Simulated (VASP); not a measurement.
# LuH2 (Fm-3m) in VASP: notebook

The runs below take LuH2 through single point, relaxation of volume and atoms at fixed shape, with r2SCAN.

All numbers are computed with VASP 6.6.1; they aren't measurements. Logs are shortened: lines on timing, memory, paths and dates and some standing lists are left out, and cuts for length are marked.

### 1 The cell of the first run

Symmetry: Fm-3m, No. 225, cubic system. The conventional cell has a = 4.992 Å, b = 4.992 Å, c = 4.992 Å, α = 90.00°, β = 90.00°, γ = 90.00°. Within 2.9 Å of Lu (site symmetry m-3m) lie 8 H at 2.16 Å. H (site symmetry -43m) has 4 Lu at 2.16 Å and 6 H at 2.50 Å within 2.9 Å.

### 2 Single point, r2SCAN

File POSCAR:

```
LuH2
1.0
    0.0000000000      2.4960027777      2.4960027777
    2.4960027777      0.0000000000      2.4960027777
    2.4960027777      2.4960027777      0.0000000000
Lu H
1 2
Direct
    0.0000000000      0.0000000000      0.0000000000
    0.2500000000      0.2500000000      0.2500000000
    0.7500000000      0.7500000000      0.7500000000
```

File INCAR.step1:

```
ALGO = Normal ; EDIFF = 1E-5
ENCUT = 660 ; GGA = PE
GGA_COMPAT = False ; ISMEAR = -1
LASPH = True ; LCHARG = False
LREAL = False ; LWAVE = True
NBANDS = 20 ; NELM = 120
PREC = Accurate ; SIGMA = 0.05
```

File INCAR.step2:

```
ALGO = Normal ; EDIFF = 1E-6
ENCUT = 660 ; GGA_COMPAT = False
ISIF = 2 ; ISMEAR = -1
ISTART = 1 ; LASPH = True
LCHARG = True ; LELF = True
LMIXTAU = True ; LREAL = False
LVHAR = True ; LWAVE = False
METAGGA = R2SCAN ; NBANDS = 20
NELM = 120 ; PREC = Accurate
SIGMA = 0.05
```

File KPOINTS:

```
k-points
0
Gamma
  7 7 7
```

Potentials or basis: VASP PAW PBE potentials, release 64 (Lu, H).

Command:

```console
cat potpaw_PBE.64/Lu/POTCAR potpaw_PBE.64/H/POTCAR > POTCAR
cp INCAR.step1 INCAR
mpirun -np 1 vasp_std > vasp.out
cp INCAR.step2 INCAR
mpirun -np 1 vasp_std > vasp.out
```

OUTCAR:

```text
EDIFF = 1E-6
   ENCUT = 660
   ISIF = 2
   ISMEAR = -1
   ISTART = 1
   LASPH = True
   LREAL = False
   METAGGA = R2SCAN
   NELM = 120
   PREC = Accurate

 ion  position               nearest neighbor table
   1  0.000  0.000  0.000-   2 2.16   3 2.16   3 2.16   3 2.16   3 2.16   2 2.16   2 2.16   2 2.16

   2  0.250  0.250  0.250-   1 2.16   1 2.16   1 2.16   1 2.16
   3  0.750  0.750  0.750-   1 2.16   1 2.16   1 2.16   1 2.16

  LATTYP: Found a face centered cubic cell.
 ALAT       =     4.9920055554

  Lattice vectors:

 A1 = (   0.0000000000,   2.4960027777,   2.4960027777)
 A2 = (   2.4960027777,   0.0000000000,   2.4960027777)
 A3 = (   2.4960027777,   2.4960027777,   0.0000000000)

Analysis of symmetry for initial positions (statically):
=====================================================================
 Subroutine PRICEL returns:
 Original cell was already a primitive cell.

 Routine SETGRP: Setting up the symmetry group for a
 face centered cubic supercell.

 Subroutine GETGRP returns: Found 48 space group operations
 (whereof 48 operations were pure point group operations)
 out of a pool of 48 trial point group operations.

The static configuration has the point symmetry O_h .

Analysis of symmetry for dynamics (positions and initial velocities):
=====================================================================
 Subroutine PRICEL returns:
 Original cell was already a primitive cell.

 Routine SETGRP: Setting up the symmetry group for a
 face centered cubic supercell.

 Subroutine GETGRP returns: Found 48 space group operations
 (whereof 48 operations were pure point group operations)
 out of a pool of 48 trial point group operations.

The dynamic configuration has the point symmetry O_h .

 Subroutine INISYM returns: Found 48 space group operations
 (whereof 48 operations are pure point group operations),
 and found     1 'primitive' translations

----------------------------------------------------------------------------------------

                                     Primitive cell

  volume of cell :      31.1003

  direct lattice vectors                    reciprocal lattice vectors
[... 77 lines left out ...]
   ICHARG =      0    charge: 1-file 2-atom 10-const
   ISPIN  =      1    spin polarized calculation?
   LNONCOLLINEAR =      F non collinear calculations
   LSORBIT =      F    spin-orbit coupling
   LASPH  =      T    aspherical Exc in radial PAW
   ENCUT  =  660.0 eV  48.51 Ry    6.96 a.u.   7.39  7.39  7.39*2*pi/ulx,y,z
   NELM   =    120;   NELMIN=  2; NELMDL=  0     # of ELM steps
   EDIFF  = 0.1E-05   stopping-criterion for ELM
   LREAL  =      F    real-space projection
   EDIFFG = 0.1E-04   stopping-criterion for IOM
   NSW    =      0    number of steps for IOM
   IBRION =     -1    ionic relax: 0-MD 1-quasi-New 2-CG
   NFREE  =      0    steps in history (QN), initial steepest desc. (CG)
   ISIF   =      2    stress and relaxation
   ISYM   =      2    0-nonsym 1-usesym 2-fastsym
   POTIM  = 0.5000    time-step for ionic-motion
   TEBEG  =    0.0;   TEEND  =   0.0 temperature during run
   PSTRESS=    0.0 pullay stress
   NELECT =      27.0000    total number of electrons
   NUPDOWN=      -1.0000    fix difference up-down
   EMIN   =  10.00;   EMAX   =-10.00  energy-range for DOS
   EFERMI =   0.00;   METHOD = LEGACY
   ISMEAR =    -1;   SIGMA  =   0.05  broadening in eV -4-tet -1-fermi 0-gaus
   EFERMI_NEDOS =   21; number of points for ismear=-14 and -15
   IALGO  =     38    algorithm
   IMIX   =      4    mixing-type and parameters
     AMIX     =   0.40;   BMIX     =  1.00
     AMIX_MAG =   1.60;   BMIX_MAG =  1.00
  volume/ion in A,a.u.               =      10.37        69.96
  Fermi-wavevector in a.u.,A,eV,Ry     =   1.561736  2.951254 33.184883  2.439020
  Thomas-Fermi vector in A             =   2.664758
   LORBIT       =      0    0 simple, 1 ext, 2 COOP (PROOUT), +10 PAW based schemes
   METAGGA = R2SCAN    functional components
   LHFCALC =     F    Hartree Fock is set to
   AEXX    =    0.0000 exact exchange contribution
   IVDW    =     0    specifies the selected vdW correction
   LEPSILON=     F    determine dielectric tensor
   LRPA    =     F    only Hartree local field effects (RPA)
 non-spin polarized calculation
  energy-cutoff  :      660.00
  volume of cell :       31.10
 maximum number of plane-waves:      1243
 NGX is ok and might be reduce to    30
   NGX = 15   NGY = 15   NGZ = 15

 number of electron      27.0000005 magnetization

 Free energy of the ion-electron system (eV)
  ---------------------------------------------------
  ext. energy  EPLUGINS =         0.00000000
  ---------------------------------------------------
  free energy    TOTEN  =       -47.27445071 eV

  energy without entropy =      -47.27172966  energy(sigma->0) =      -47.27309018

 E-fermi :   2.6768     XC(G=0): -11.9930

 val. band max:        2.5808530149   @ k =  -0.2857   0.2857   0.0000
 cond. band min:       3.2483101370   @ k =   0.4286   0.2857   0.1429
 fundamental gap:      0.6674571221
 Fermi energy:         2.6768441250

 k-point     1 :       0.0000    0.0000    0.0000
  band No.  band energies     occupation
      1     -55.1057      2.00000
      2     -24.9519      2.00000
      3     -24.9519      2.00000
      4     -24.9519      2.00000
      5      -7.0780      2.00000
      6      -2.7275      2.00000
[... 449 lines left out ...]
     19      11.0671      0.00000
     20      14.0306      0.00000

------------------------ aborting loop because EDIFF is reached ----------------------------------------

  FORCE on cell =-STRESS in cart. coord.  units (eV):
  Direction    XX          YY          ZZ          XY          YZ          ZX
  --------------------------------------------------------------------------------------
  -------------------------------------------------------------------------------------
  Total        0.0985866      0.0985866      0.0985866     -0.0000000     -0.0000000      0.0000000
  in kB        5.0788279      5.0788279      5.0788279     -0.0000000     -0.0000000      0.0000000
  external PRESSURE =       5.0788279 kB  Pullay stress =       0.0000000 kB

 VOLUME and BASIS-vectors are now :
 -----------------------------------------------------------------------------
  energy-cutoff  :      660.00
  volume of cell :       31.10
      direct lattice vectors                 reciprocal lattice vectors
     0.000000000  2.496002778  2.496002778    -0.200320290  0.200320290  0.200320290
     2.496002778  0.000000000  2.496002778     0.200320290 -0.200320290  0.200320290
     2.496002778  2.496002778  0.000000000     0.200320290  0.200320290 -0.200320290

 POSITION                                       TOTAL-FORCE (eV/Angst)
 -----------------------------------------------------------------------------------
      0.00000      0.00000      0.00000        -0.000000     -0.000000      0.000000
      1.24800      1.24800      1.24800         0.000000      0.000000     -0.000000
      3.74400      3.74400      3.74400        -0.000000     -0.000000      0.000000
 -----------------------------------------------------------------------------------
    total drift:                                0.000000     -0.000000     -0.000000

  FREE ENERGIE OF THE ION-ELECTRON SYSTEM (eV)
  ---------------------------------------------------
  free  energy   TOTEN  =       -47.2744507082 eV

  energy  without entropy=      -47.2717296553  energy(sigma->0) =      -47.27309018
```

OUTCAR.step1:

```text
EDIFF = 1E-5
   ENCUT = 660
   GGA = PE
   ISMEAR = -1
   LASPH = True
   LREAL = False
[... 677 lines left out ...]
      0.00000      0.00000      0.00000        -0.000000     -0.000000      0.000000
      1.24800      1.24800      1.24800        -0.000000      0.000000      0.000000
      3.74400      3.74400      3.74400         0.000000      0.000000     -0.000000
 -----------------------------------------------------------------------------------
    total drift:                                0.000000     -0.000000     -0.000000

  FREE ENERGIE OF THE ION-ELECTRON SYSTEM (eV)
  ---------------------------------------------------
  free  energy   TOTEN  =       -13.2681515227 eV

  energy  without entropy=      -13.2654129382  energy(sigma->0) =      -13.26678223
```

Run time: 44 s. Hardware: 1 thread of Intel Xeon 6975P-C (Granite Rapids), shared host; peak memory 0.18 GiB.

Results:

* Free energy: -47.2745 eV
* Pressure: 0.5 GPa
* Band gap on the k mesh: zero (an odd number of electrons rules out a gap without spin polarisation)

Caveat: the PAW data sets were made with another functional, which shifts forces and pressure a little; spin-orbit coupling is left out, which moves the levels of the heavy elements.

### 3 Relaxation of volume and atoms at fixed shape, r2SCAN

This run uses another cell than the first one, of 10.62 Å³/atom.

File POSCAR:

```
LuH2
1.0
    0.0000000000      2.5165000000      2.5165000000
    2.5165000000      0.0000000000      2.5165000000
    2.5165000000      2.5165000000      0.0000000000
Lu H
1 2
Direct
    0.0000000000      0.0000000000      0.0000000000
    0.2500000000      0.2500000000      0.2500000000
    0.7500000000      0.7500000000      0.7500000000
```

File INCAR.step1:

```
ALGO = Normal
EDIFF = 1E-5
EDIFFG = -0.005
ENCUT = 660
GGA = PE
GGA_COMPAT = F
IBRION = 2
ISIF = 3
ISMEAR = -1
LASPH = T
LCHARG = F
LREAL = F
LWAVE = T
NELM = 120
NELMIN = 4
NSW = 100
PREC = Accurate
SIGMA = 0.05
```

File INCAR.step2:

```
ALGO = Normal
EDIFF = 1E-7
EDIFFG = -0.02
ENCUT = 660
GGA_COMPAT = F
IBRION = 2
ISIF = 8
ISMEAR = -1
ISTART = 1
LASPH = T
LCHARG = F
LMIXTAU = T
LREAL = F
LWAVE = F
METAGGA = R2SCAN
NELM = 120
NELMIN = 4
NSW = 80
PREC = Accurate
SIGMA = 0.05
```

KPOINTS is that of step 2.

Potentials or basis: VASP PAW PBE potentials, release 64 (Lu, H).

Command:

```console
cat potpaw_PBE.64/Lu/POTCAR potpaw_PBE.64/H/POTCAR > POTCAR
cp INCAR.step1 INCAR
mpirun -np 1 vasp_std > vasp.out
cp INCAR.step2 INCAR
mpirun -np 1 vasp_std > vasp.out
```

Wall time 2.3 min (1 thread of Intel Xeon 6975P-C (Granite Rapids), shared host); peak memory 0.19 GiB.

It converged, with:

- Free energy: -47.2753 eV
- Relaxed volume: 10.46 Å³/atom
- Relaxed cell: a = 3.540 Å, b = 3.540 Å, c = 3.540 Å, α = 60.00°, β = 60.00°, γ = 60.00°
- Space group after relaxing (to 0.1 Å): Fm-3m (No. 225)
- Energy gained by relaxing: 0.7 meV/atom
- Ionic steps: 2
- Pressure after relaxing: -0.2 GPa
- Band gap on the k mesh: zero (an odd number of electrons rules out a gap without spin polarisation)

Step by step:
```
step  energy change (eV)  largest force (eV/Å)  pressure (GPa)  volume (Å³)
   1              0.0000                0.0000           -1.63        31.87
   2             -0.0022                0.0000           -0.20        31.38
```

Final structure:
```
Lu H
1.0
     0.00000    2.50339    2.50339
     2.50339    0.00000    2.50339
     2.50339    2.50339    0.00000
Lu H
1 2
Direct
  0.00000 0.00000 0.00000
  0.25000 0.25000 0.25000
  0.75000 0.75000 0.75000
```

Levels at points of the mesh, in eV from the Fermi level:
| k point | band 10 | band 11 | band 12 | band 13 | band 14 | band 15 | band 16 | band 17 |
| --- | --- | --- | --- | --- | --- | --- | --- | --- |
| (0.00, 0.00, 0.00) | -4.99 | -4.99 | -4.99 | -0.78 | 1.74 | 1.74 | 1.74 | 4.73 |

Caveat: the PAW data sets were made with another functional, which shifts forces and pressure a little; spin-orbit coupling is left out, which moves the levels of the heavy elements.
